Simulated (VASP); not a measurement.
# ZnCu (Pm-3m) in VASP: further runs, part 2 of 2

VASP 6.6.1. Earlier steps stand in the parts before.

## Step 4: Electric field gradients, PBEsol (volume scaled by 1.06)

Contents of INCAR:

```
SYSTEM = ZnCu
ALGO = Normal
EDIFF = 1E-8
ENCUT = 520
GGA = PS
ISIF = 2
ISMEAR = -1
LASPH = .True.
LCHARG = .False.
LEFG = .True.
LREAL = .False.
LWAVE = .False.
NBANDS = 18
NELM = 80
PREC = Accurate
SIGMA = 0.05
```

Contents of KPOINTS:

```
k-points
0
Gamma
  14 14 14
  0 0 0
```

Contents of POSCAR:

```
ZnCu
1.0
    3.0027597620      0.0000000000      0.0000000000
    0.0000000000      3.0027597620      0.0000000000
    0.0000000000      0.0000000000      3.0027597620
Zn Cu
1 1
Direct
    0.5000000000      0.5000000000      0.5000000000
    0.0000000000      0.0000000000      0.0000000000
```

Potentials or basis: VASP PAW PBE potentials, release 64 (Zn, Cu).

Started as:

```console
$ cat potpaw_PBE.64/Zn/POTCAR potpaw_PBE.64/Cu/POTCAR > POTCAR
$ mpirun -np 1 vasp_std > vasp.out
```

OUTCAR:

```text
SYSTEM = ZnCu
   EDIFF = 1E-8
   ENCUT = 520
   GGA = PS
   ISIF = 2
   ISMEAR = -1
   LASPH = .True.
   LREAL = .False.
   NELM = 80
   PREC = Accurate

 ion  position               nearest neighbor table
   1  0.500  0.500  0.500-   2 2.60   2 2.60   2 2.60   2 2.60   2 2.60   2 2.60   2 2.60   2 2.60

   2  0.000  0.000  0.000-   1 2.60   1 2.60   1 2.60   1 2.60   1 2.60   1 2.60   1 2.60   1 2.60

  LATTYP: Found a simple cubic cell.
 ALAT       =     3.0027597620

  Lattice vectors:

 A1 = (   3.0027597620,   0.0000000000,   0.0000000000)
[... 718 lines left out ...]
  free  energy   TOTEN  =        -6.0217006070 eV

  energy  without entropy=       -6.0184530395  energy(sigma->0) =       -6.02007682

 Electric field gradients (V/A^2)
---------------------------------------------------------------------
 ion       V_xx      V_yy      V_zz      V_xy      V_xz      V_yz
---------------------------------------------------------------------
   1      -0.000    -0.000     0.000     0.000    -0.000     0.000
   2      -0.000    -0.000     0.000     0.000    -0.000    -0.000
---------------------------------------------------------------------

 Electric field gradients after diagonalization (V/A^2)
 (convention: |V_zz| > |V_xx| > |V_yy|)
----------------------------------------------------------------------
 ion       V_xx      V_yy      V_zz     asymmetry (V_yy - V_xx)/ V_zz
----------------------------------------------------------------------
   1      -0.000    -0.000     0.000       0.314
   2      -0.000    -0.000     0.000       0.030
----------------------------------------------------------------------

           NMR quadrupolar parameters

 Cq : quadrupolar parameter    Cq=e*Q*V_zz/h
 eta: asymmetry parameters     (V_yy - V_xx)/ V_zz
 Q  : nuclear electric quadrupole moment in mb (millibarn)
----------------------------------------------------------------------
 ion       Cq(MHz)       eta       Q (mb)
----------------------------------------------------------------------
   1       0.000       0.314       1.000
   2       0.000       0.030       1.000
----------------------------------------------------------------------
```

stdout:

```text
POSCAR found type information on POSCAR ZnCu
 POSCAR found :  2 types and       2 ions
 scaLAPACK will be used
 -----------------------------------------------------------------------------
|                                                                             |
|                                                                             |
|     You enforced a specific xc type in the INCAR file but a different       |
|     I HOPE YOU KNOW WHAT YOU ARE DOING!                                     |
|                                                                             |
 -----------------------------------------------------------------------------

 LDA part: xc-table for (Slater+PW92), standard interpolation
 POSCAR, INCAR and KPOINTS ok, starting setup
 FFT: planning ... GRIDC
 FFT: planning ... GRID_SOFT
 FFT: planning ... GRID
 WAVECAR not read
 entering main loop
ion   1

ion   2
```

Wall time 32 s (1 thread of Intel Xeon 6975P-C, shared host); peak memory 0.18 GiB.

What came out:

```yaml
Free_energy: -6.0217 eV
Pressure: -9.8 GPa
```

Caveat: without QUAD_EFG the Cq values of the log hold for a quadrupole moment of 1 mb, not for the nuclei; the PAW data sets were made with another functional, which shifts forces and pressure a little.

## Step 5: Electric field gradients, PBEsol (volume scaled by 1.06)

Contents of INCAR:

```
PREC     = Accurate       # precision mode
ENCUT    = 520            # plane-wave cutoff, eV
EDIFF    = 1E-8           # SCF threshold, eV
ISMEAR   = -1             # smearing method
SIGMA    = 0.05           # smearing width, eV
LREAL    = False          # projectors in reciprocal space
LASPH    = True           # aspherical terms in the spheres
NELM     = 100            # most SCF steps
ALGO     = Normal         # electronic algorithm
ISIF     = 2              # what is computed and relaxed
LWAVE    = False          # write WAVECAR
LCHARG   = False          # write CHGCAR
GGA      = PS             # functional
LEFG     = True         
NBANDS   = 18             # bands
```

Contents of KPOINTS:

```
Automatic mesh
0
Gamma
  14 14 14
```

POSCAR is that of step 4.

Potentials or basis: VASP PAW PBE potentials, release 64 (Zn, Cu).

Started as:

```console
$ cat potpaw_PBE.64/Zn/POTCAR potpaw_PBE.64/Cu/POTCAR > POTCAR
$ mpirun -np 1 vasp_std > vasp.out
```

OUTCAR:

```text
PREC = Accurate
   ENCUT = 520
   EDIFF = 1E-8
   ISMEAR = -1
   LREAL = False
   LASPH = True
   NELM = 100
   ISIF = 2
   GGA = PS

 ion  position               nearest neighbor table
   1  0.500  0.500  0.500-   2 2.60   2 2.60   2 2.60   2 2.60   2 2.60   2 2.60   2 2.60   2 2.60

   2  0.000  0.000  0.000-   1 2.60   1 2.60   1 2.60   1 2.60   1 2.60   1 2.60   1 2.60   1 2.60

  LATTYP: Found a simple cubic cell.
 ALAT       =     3.0027597620

  Lattice vectors:

 A1 = (   3.0027597620,   0.0000000000,   0.0000000000)
 A2 = (   0.0000000000,   3.0027597620,   0.0000000000)
 A3 = (   0.0000000000,   0.0000000000,   3.0027597620)

Analysis of symmetry for initial positions (statically):
=====================================================================
 Subroutine PRICEL returns:
 Original cell was already a primitive cell.

 Routine SETGRP: Setting up the symmetry group for a
 simple cubic supercell.

 Subroutine GETGRP returns: Found 48 space group operations
 (whereof 48 operations were pure point group operations)
 out of a pool of 48 trial point group operations.

The static configuration has the point symmetry O_h .

Analysis of symmetry for dynamics (positions and initial velocities):
=====================================================================
 Subroutine PRICEL returns:
 Original cell was already a primitive cell.

 Routine SETGRP: Setting up the symmetry group for a
 simple cubic supercell.

 Subroutine GETGRP returns: Found 48 space group operations
 (whereof 48 operations were pure point group operations)
 out of a pool of 48 trial point group operations.

The dynamic configuration has the point symmetry O_h .

 Subroutine INISYM returns: Found 48 space group operations
 (whereof 48 operations are pure point group operations),
 and found     1 'primitive' translations

----------------------------------------------------------------------------------------

                                     Primitive cell

  volume of cell :      27.0746

  direct lattice vectors                    reciprocal lattice vectors
     3.002759762  0.000000000  0.000000000     0.333026975  0.000000000  0.000000000
     0.000000000  3.002759762  0.000000000     0.000000000  0.333026975  0.000000000
     0.000000000  0.000000000  3.002759762     0.000000000  0.000000000  0.333026975

  length of vectors
     3.002759762  3.002759762  3.002759762     0.333026975  0.333026975  0.333026975

  position of ions in fractional coordinates (direct lattice)
     0.500000000  0.500000000  0.500000000
     0.000000000  0.000000000  0.000000000

  ion indices of the primitive-cell ions
   primitive index   ion index
                 1           1
                 2           2

----------------------------------------------------------------------------------------

[... 73 lines left out ...]
   IBRION =     -1    ionic relax: 0-MD 1-quasi-New 2-CG
   NFREE  =      0    steps in history (QN), initial steepest desc. (CG)
   ISIF   =      2    stress and relaxation
   ISYM   =      2    0-nonsym 1-usesym 2-fastsym
   POTIM  = 0.5000    time-step for ionic-motion
   TEBEG  =    0.0;   TEEND  =   0.0 temperature during run
   PSTRESS=    0.0 pullay stress
   NELECT =      23.0000    total number of electrons
   NUPDOWN=      -1.0000    fix difference up-down
   EMIN   =  10.00;   EMAX   =-10.00  energy-range for DOS
   EFERMI =   0.00;   METHOD = LEGACY
   ISMEAR =    -1;   SIGMA  =   0.05  broadening in eV -4-tet -1-fermi 0-gaus
   EFERMI_NEDOS =   21; number of points for ismear=-14 and -15
   IALGO  =     38    algorithm
   IMIX   =      4    mixing-type and parameters
     AMIX     =   0.40;   BMIX     =  1.00
     AMIX_MAG =   1.60;   BMIX_MAG =  1.00
  volume/ion in A,a.u.               =      13.54        91.35
  Fermi-wavevector in a.u.,A,eV,Ry     =   1.550471  2.929964 32.707847  2.403959
  Thomas-Fermi vector in A             =   2.655129
   LORBIT       =      0    0 simple, 1 ext, 2 COOP (PROOUT), +10 PAW based schemes
   GGA     = PS    functional components
   LHFCALC =     F    Hartree Fock is set to
   AEXX    =    0.0000 exact exchange contribution
   IVDW    =     0    specifies the selected vdW correction
   LEPSILON=     F    determine dielectric tensor
   LRPA    =     F    only Hartree local field effects (RPA)
 non-spin polarized calculation
  energy-cutoff  :      520.00
  volume of cell :       27.07
 maximum number of plane-waves:       742
 NGX is ok and might be reduce to    24
   NGX = 11   NGY = 11   NGZ = 11

 number of electron      23.0000042 magnetization

 Free energy of the ion-electron system (eV)
  ---------------------------------------------------
  ext. energy  EPLUGINS =         0.00000000
  ---------------------------------------------------
  free energy    TOTEN  =        -6.02170061 eV

  energy without entropy =       -6.01845304  energy(sigma->0) =       -6.02007682

 E-fermi :   4.8214     XC(G=0): -12.2412

 val. band max:        4.7696584640   @ k =   0.5000   0.5000   0.2143
 cond. band min:       4.8333986608   @ k =   0.4286   0.3571   0.2143
 fundamental gap:      0.0637401968
 Fermi energy:         4.8213969792

 k-point     1 :       0.0000    0.0000    0.0000
  band No.  band energies     occupation
      1      -5.0967      2.00000
      2      -2.8107      2.00000
      3      -2.8107      2.00000
      4      -2.2030      2.00000
      5      -2.2030      2.00000
      6      -2.2030      2.00000
[... 481 lines left out ...]
      5      -2.2495      2.00000
      6      -1.6625      2.00000
[... 10 lines left out ...]
     17      19.9440      0.00000
     18      20.9781      0.00000

 [... further k-points ...]

------------------------ aborting loop because EDIFF is reached ----------------------------------------

  FORCE on cell =-STRESS in cart. coord.  units (eV):
  Direction    XX          YY          ZZ          XY          YZ          ZX
  --------------------------------------------------------------------------------------
  -------------------------------------------------------------------------------------
  Total       -1.6638436     -1.6638436     -1.6638436     -0.0000000      0.0000000     -0.0000000
  in kB      -98.4603370    -98.4603370    -98.4603370     -0.0000000      0.0000000     -0.0000000
  external PRESSURE =     -98.4603370 kB  Pullay stress =       0.0000000 kB

 VOLUME and BASIS-vectors are now :
 -----------------------------------------------------------------------------
  energy-cutoff  :      520.00
  volume of cell :       27.07
      direct lattice vectors                 reciprocal lattice vectors
     3.002759762  0.000000000  0.000000000     0.333026975  0.000000000  0.000000000
     0.000000000  3.002759762  0.000000000     0.000000000  0.333026975  0.000000000
     0.000000000  0.000000000  3.002759762     0.000000000  0.000000000  0.333026975

 POSITION                                       TOTAL-FORCE (eV/Angst)
 -----------------------------------------------------------------------------------
      1.50138      1.50138      1.50138         0.000000      0.000000      0.000000
      0.00000      0.00000      0.00000         0.000000      0.000000      0.000000
 -----------------------------------------------------------------------------------
    total drift:                                0.000000      0.000000     -0.000000

  FREE ENERGIE OF THE ION-ELECTRON SYSTEM (eV)
  ---------------------------------------------------
  free  energy   TOTEN  =        -6.0217006070 eV

  energy  without entropy=       -6.0184530395  energy(sigma->0) =       -6.02007682

 Electric field gradients (V/A^2)
---------------------------------------------------------------------
 ion       V_xx      V_yy      V_zz      V_xy      V_xz      V_yz
---------------------------------------------------------------------
   1      -0.000    -0.000     0.000     0.000    -0.000     0.000
   2      -0.000    -0.000     0.000     0.000    -0.000    -0.000
---------------------------------------------------------------------

 Electric field gradients after diagonalization (V/A^2)
 (convention: |V_zz| > |V_xx| > |V_yy|)
----------------------------------------------------------------------
 ion       V_xx      V_yy      V_zz     asymmetry (V_yy - V_xx)/ V_zz
----------------------------------------------------------------------
   1      -0.000    -0.000     0.000       0.314
   2      -0.000    -0.000     0.000       0.030
----------------------------------------------------------------------

           NMR quadrupolar parameters

 Cq : quadrupolar parameter    Cq=e*Q*V_zz/h
 eta: asymmetry parameters     (V_yy - V_xx)/ V_zz
 Q  : nuclear electric quadrupole moment in mb (millibarn)
----------------------------------------------------------------------
 ion       Cq(MHz)       eta       Q (mb)
----------------------------------------------------------------------
   1       0.000       0.314       1.000
   2       0.000       0.030       1.000
----------------------------------------------------------------------
```

Run time: 37 s. Hardware: 1 thread of Intel Xeon 6975P-C, shared host; peak memory 0.18 GiB.

What came out:

```
Free energy : -6.0217 eV
Pressure    : -9.8 GPa
```

Caveat: without QUAD_EFG the Cq values of the log hold for a quadrupole moment of 1 mb, not for the nuclei; the PAW data sets were made with another functional, which shifts forces and pressure a little.

## Step 6: Overview

| cell | gap on the mesh (eV) | pressure (GPa) |
| --- | --- | --- |
| a = 2.935 Å, 2 atoms | none | -2.9 |
| a = 2.965 Å, 2 atoms | none | -6.3 |
| a = 3.003 Å, 2 atoms | none | -9.8 |

Alike in all rows: task electric field gradients; level PBEsol; potentials or basis VASP PAW PBE potentials, release 64 (Zn, Cu); no spin polarisation; k mesh 14 × 14 × 14; cutoff (eV) 520; smearing fermi-dirac 0.05 eV.

Caveats: the PAW data sets were made with another functional, which shifts forces and pressure a little.

Total energies depend on the potentials used, so only differences within one code and one set of settings carry meaning.
